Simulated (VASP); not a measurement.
Runs of VASP 6.6.1 on NaLiICl. The structure is that of space group P4/mmm (No. 123), or close to it. The cells are those of the table. 

```csv
cell,gap on the mesh (eV)
"a = 4.092, b = 4.092, c = 5.967 Å, 4 atoms",(c)
"a = 4.255, b = 4.255, c = 5.718 Å, 4 atoms",4.06
"a = 3.928, b = 3.928, c = 5.718 Å, 4 atoms",4.43
"a = 3.764, b = 3.764, c = 6.215 Å, 4 atoms",3.96
"a = 3.764, b = 3.764, c = 5.718 Å, 4 atoms",4.20
"a = 4.419, b = 4.419, c = 6.713 Å, 4 atoms",3.38
"a = 4.092, b = 4.092, c = 6.464 Å, 4 atoms",3.71
"a = 4.419, b = 4.419, c = 5.967 Å, 4 atoms",3.73
"a = 3.764, b = 3.764, c = 6.713 Å, 4 atoms",(a)
"a = 4.092, b = 4.092, c = 6.713 Å, 4 atoms",3.59
"a = 4.255, b = 4.255, c = 6.215 Å, 4 atoms",3.72
"a = 3.928, b = 3.928, c = 6.215 Å, 4 atoms",(b)
```

Alike in all rows: task single point; level LDA; potentials or basis VASP PAW LDA potentials, release 64 (Na_pv, Li_sv, I, Cl); no spin polarisation; k mesh 6 × 6 × 4; cutoff (eV) 520; smearing gaussian 0.05 eV.

Estimate the missing entries.

(a) 3.68; (b) 3.98; (c) 4.04.

Caveats: spin-orbit coupling is left out, which moves the levels of the heavy elements.

A k mesh can miss the band edges, and the runs leave out spin-orbit coupling on I.
